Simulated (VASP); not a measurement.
Runs of VASP 6.6.1 on SiHC. The structure is that of space group P-6m2 (No. 187), or close to it. The cells are those of the table. 

```tsv
task	potentials or basis	cell	k mesh	cutoff (eV)	second run	gap on the mesh (eV)	pressure (GPa)	relaxed volume (Å³/atom)
single point	VASP PAW PBE potentials, release 64 (Si, H, C)	a = 3.030, b = 3.030, c = 2.637 Å, angles 90.0, 90.0, 120.0°, 3 atoms	18 × 18 × 18	520	-	none	0.1	-
relaxation of cell and atoms	VASP PAW PBE potentials, release 64 (Si, H, C)	relaxed from a = 3.023, b = 3.023, c = 2.638 Å, angles 90.0, 90.0, 120.0°, 3 atoms	18 × 18 × 18	600	-	none	0.0	6.99
relaxation of cell and atoms	VASP PAW PBE potentials, release 64 (Si, H, C)	relaxed from a = 3.516, b = 3.516, c = 3.910 Å, angles 90.0, 90.0, 120.0°, 3 atoms	6 × 6 × 4	600	-	none	0.2	6.90
single point	VASP PAW PBE potentials, release 64 (Si, H, C)	a = 3.032, b = 3.032, c = 2.608 Å, angles 90.0, 90.0, 120.0°, 3 atoms	6 × 6 × 4	520	-	none	0.0	-
relaxation of cell and atoms	VASP PAW PBE potentials, release 64 (Si, H_h, C_h)	relaxed from a = 3.516, b = 3.516, c = 3.910 Å, angles 90.0, 90.0, 120.0°, 3 atoms	6 × 6 × 4	910	hard_potentials	none	-0.1	(a)
```

Alike in all rows: level PBE; no spin polarisation; smearing gaussian 0.1 eV.

Question: Estimate the missing entries.

Answer: (a) 6.93.

Caveats: some runs use coarse meshes; the volume moved by over 15 % at a fixed basis, so the end points are rough (some runs); the cutoff is under 1.25 times the usual one of these potentials, so pressure, stress and relaxed cells hold a basis-set (Pulay) error (some runs).

A gap of «none» marks levels without a gap at the run's occupations.
